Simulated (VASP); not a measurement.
# BN (series) (F-43m) in VASP: notebook, part 2 of 2

VASP 6.6.1.

## (4) Single point, PBE

The input, INCAR:

```
SYSTEM = BN
ALGO = Normal ; EDIFF = 1E-6
ENCUT = 600 ; GGA = PE
GGA_COMPAT = .False. ; ISIF = 2
ISMEAR = 0 ; LASPH = .True.
LCHARG = .False. ; LREAL = .False.
LWAVE = .False. ; NBANDS = 11
NELM = 120 ; PREC = Accurate
SIGMA = 0.02
```

The input, KPOINTS:

```
k-points
0
Gamma
  12 12 12
  0 0 0
```

The input, POSCAR:

```
BN
1.0
    0.0000000000      1.8075000000      1.8075000000
    1.8075000000      0.0000000000      1.8075000000
    1.8075000000      1.8075000000      0.0000000000
B N
1 1
Direct
    0.0000000000      0.0000000000      0.0000000000
    0.2500000000      0.2500000000      0.2500000000
```

Potentials or basis: VASP PAW PBE potentials, release 64 (B, N).

Run with:

```
$ cat potpaw_PBE.64/B/POTCAR potpaw_PBE.64/N/POTCAR > POTCAR
$ mpirun -np 1 vasp_std > vasp.out
```

OUTCAR:

```text
SYSTEM = BN
   EDIFF = 1E-6
   ENCUT = 600
   GGA = PE
   ISIF = 2
   ISMEAR = 0
   LASPH = .True.
   LREAL = .False.
   NELM = 120
   PREC = Accurate

 ion  position               nearest neighbor table
   1  0.000  0.000  0.000-   2 1.57   2 1.57   2 1.57   2 1.57
   2  0.250  0.250  0.250-   1 1.57   1 1.57   1 1.57   1 1.57

  LATTYP: Found a face centered cubic cell.
 ALAT       =     3.6150000000

  Lattice vectors:

 A1 = (   0.0000000000,   1.8075000000,   1.8075000000)
 A2 = (   1.8075000000,   0.0000000000,   1.8075000000)
 A3 = (   1.8075000000,   1.8075000000,   0.0000000000)

Analysis of symmetry for initial positions (statically):
=====================================================================
 Subroutine PRICEL returns:
 Original cell was already a primitive cell.

 Routine SETGRP: Setting up the symmetry group for a
 face centered cubic supercell.

 Subroutine GETGRP returns: Found 24 space group operations
 (whereof 24 operations were pure point group operations)
 out of a pool of 48 trial point group operations.

The static configuration has the point symmetry T_d .

Analysis of symmetry for dynamics (positions and initial velocities):
=====================================================================
 Subroutine PRICEL returns:
 Original cell was already a primitive cell.

 Routine SETGRP: Setting up the symmetry group for a
 face centered cubic supercell.

 Subroutine GETGRP returns: Found 24 space group operations
 (whereof 24 operations were pure point group operations)
 out of a pool of 48 trial point group operations.

The dynamic configuration has the point symmetry T_d .

 Subroutine INISYM returns: Found 24 space group operations
 (whereof 24 operations are pure point group operations),
 and found     1 'primitive' translations

----------------------------------------------------------------------------------------

                                     Primitive cell

  volume of cell :      11.8104

  direct lattice vectors                    reciprocal lattice vectors
[... 112 lines left out ...]
   GGA     = PE    functional components
   LHFCALC =     F    Hartree Fock is set to
   AEXX    =    0.0000 exact exchange contribution
   IVDW    =     0    specifies the selected vdW correction
   LEPSILON=     F    determine dielectric tensor
   LRPA    =     F    only Hartree local field effects (RPA)
 non-spin polarized calculation
 Gauss-broadening in eV      SIGMA  =   0.02
  energy-cutoff  :      600.00
  volume of cell :       11.81
 maximum number of plane-waves:       411
   NGX = 11   NGY = 11   NGZ = 11

 number of electron       7.9999999 magnetization

 Free energy of the ion-electron system (eV)
  ---------------------------------------------------
  ext. energy  EPLUGINS =         0.00000000
  ---------------------------------------------------
  free energy    TOTEN  =       -17.45341780 eV

  energy without entropy =      -17.45341780  energy(sigma->0) =      -17.45341780

 E-fermi :   7.5039     XC(G=0): -12.8222

 val. band max:        7.4024819744   @ k =   0.0000   0.0000   0.0000
 cond. band min:      11.8620025805   @ k =   0.5000   0.5000   0.0000
 fundamental gap:      4.4595206061
 Fermi energy:         7.5038769692

 k-point     1 :       0.0000    0.0000    0.0000
  band No.  band energies     occupation
      1     -12.8283      2.00000
      2       7.4025      2.00000
      3       7.4025      2.00000
      4       7.4025      2.00000
      5      16.2223      0.00000
      6      16.2223      0.00000
      7      16.2223      0.00000
      8      17.7525      0.00000
      9      32.1550      0.00000
     10      35.1689      0.00000
     11      35.1689      0.00000
[... 309 lines left out ...]
 k-point    24 :      -0.4167    0.1667    0.0000
  band No.  band energies     occupation
      1      -8.2482      2.00000
      2      -2.5949      2.00000
      3       3.2796      2.00000
      4       4.8355      2.00000
      5      16.7162      0.00000
      6      19.6091      0.00000
      7      19.6456      0.00000
      8      23.0927      0.00000
      9      28.4564      0.00000
     10      32.7530      0.00000
     11      34.0824      0.00000

 [... further k-points ...]
[... 5 lines left out ...]
  --------------------------------------------------------------------------------------
  -------------------------------------------------------------------------------------
  Total        0.2225984      0.2225984      0.2225984      0.0000000     -0.0000000      0.0000000
  in kB       30.1972697     30.1972697     30.1972697      0.0000000     -0.0000000      0.0000000
  external PRESSURE =      30.1972697 kB  Pullay stress =       0.0000000 kB

 VOLUME and BASIS-vectors are now :
 -----------------------------------------------------------------------------
  energy-cutoff  :      600.00
  volume of cell :       11.81
      direct lattice vectors                 reciprocal lattice vectors
     0.000000000  1.807500000  1.807500000    -0.276625173  0.276625173  0.276625173
     1.807500000  0.000000000  1.807500000     0.276625173 -0.276625173  0.276625173
     1.807500000  1.807500000  0.000000000     0.276625173  0.276625173 -0.276625173

 POSITION                                       TOTAL-FORCE (eV/Angst)
 -----------------------------------------------------------------------------------
      0.00000      0.00000      0.00000        -0.000000     -0.000000     -0.000000
      0.90375      0.90375      0.90375         0.000000      0.000000      0.000000
 -----------------------------------------------------------------------------------
    total drift:                                0.000000      0.000000      0.000000

  FREE ENERGIE OF THE ION-ELECTRON SYSTEM (eV)
  ---------------------------------------------------
  free  energy   TOTEN  =       -17.4534178014 eV

  energy  without entropy=      -17.4534178014  energy(sigma->0) =      -17.45341780
```

OSZICAR:

```text
N       E                     dE             d eps       ncg     rms          rms(c)
DAV:   1     0.147955689288E+02    0.14796E+02   -0.53336E+03  1600   0.811E+02
DAV:   2    -0.177834904210E+02   -0.32579E+02   -0.31575E+02  1916   0.187E+02
DAV:   3    -0.184183927561E+02   -0.63490E+00   -0.63391E+00  1908   0.222E+01
DAV:   4    -0.184191621626E+02   -0.76941E-03   -0.76938E-03  1713   0.871E-01
DAV:   5    -0.184191629069E+02   -0.74433E-06   -0.74435E-06  1833   0.268E-02    0.668E+00
DAV:   6    -0.175392192715E+02    0.87994E+00   -0.29417E+00  1770   0.104E+01    0.324E+00
DAV:   7    -0.174674267692E+02    0.71793E-01   -0.10297E-01  1788   0.268E+00    0.191E+00
DAV:   8    -0.174531407103E+02    0.14286E-01   -0.35932E-02  1775   0.139E+00    0.193E-01
DAV:   9    -0.174533243940E+02   -0.18368E-03   -0.94375E-04  1665   0.264E-01    0.836E-02
DAV:  10    -0.174534125756E+02   -0.88182E-04   -0.12420E-04  1739   0.101E-01    0.153E-02
DAV:  11    -0.174534177296E+02   -0.51540E-05   -0.87259E-06  1812   0.249E-02    0.104E-02
DAV:  12    -0.174534178014E+02   -0.71801E-07   -0.14478E-06  1026   0.894E-03
   1 F= -.17453418E+02 E0= -.17453418E+02  d E =-.134752E-15
```

Wall time 14 s (1 thread of Intel Xeon 8259CL, shared host); peak memory 0.12 GiB.

What came out:

* Free energy: -17.4534 eV
* Pressure: 3.0 GPa
* Band gap on the k mesh: 4.46 eV, indirect (least direct gap 8.82 eV)

Levels at points of the mesh, in eV from the valence-band top:
| k point | band 1 | band 2 | band 3 | band 4 | band 5 | band 6 | band 7 | band 8 |
| --- | --- | --- | --- | --- | --- | --- | --- | --- |
| (0.00, 0.00, 0.00) | -20.23 | 0.00 | 0.00 | 0.00 | 8.82 | 8.82 | 8.82 | 10.35 |
| (0.50, 0.00, 0.00) | -16.01 | -10.69 | -1.94 | -1.94 | 10.15 | 10.71 | 10.71 | 15.26 |
| (0.50, 0.50, 0.00) | -14.65 | -8.92 | -4.90 | -4.90 | 4.46 | 9.23 | 17.92 | 17.92 |
